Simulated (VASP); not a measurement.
Here is a VASP 6.6.1 calculation.

File INCAR:

```
PREC = Accurate
ENCUT = 520
EDIFF = 1E-6
ISMEAR = 0
SIGMA = 0.02
LREAL = False
LASPH = True
NELM = 100
ALGO = Normal
ISIF = 2
LWAVE = False
LCHARG = False
GGA = PE
NBANDS = 36
```

The input KPOINTS:

```
regular mesh
0
Gamma
  10 10 10
```

The input POSCAR:

```
Ga3AsP2
1.0
   -1.9735282000      1.9735282000      8.3829168000
    1.9735282000     -1.9735282000      8.3829168000
    1.9735282000      1.9735282000     -8.3829168000
Ga P As
3 2 1
Direct
    0.0000000000      0.0000000000      0.0000000000
    0.6625270000      0.6625270000      0.0000000000
    0.3374730000      0.3374730000      0.0000000000
    0.5813000000      0.0813000000      0.5000000000
    0.9187000000      0.4187000000      0.5000000000
    0.2500000000      0.7500000000      0.5000000000
```

Potentials or basis: VASP PAW PBE potentials, release 64 (Ga_d, P, As).

Launch:

```bash
$ cat potpaw_PBE.64/Ga_d/POTCAR potpaw_PBE.64/P/POTCAR potpaw_PBE.64/As/POTCAR > POTCAR
$ mpirun -np 1 vasp_std > vasp.out
```

(1) Predict the largest force.

(2) Predict the band gap on the k mesh.

(3) Predict the pressure.

## Answers

(1) 0.015 eV/Å.

(2) 1.04 eV.

(3) 0.1 GPa.
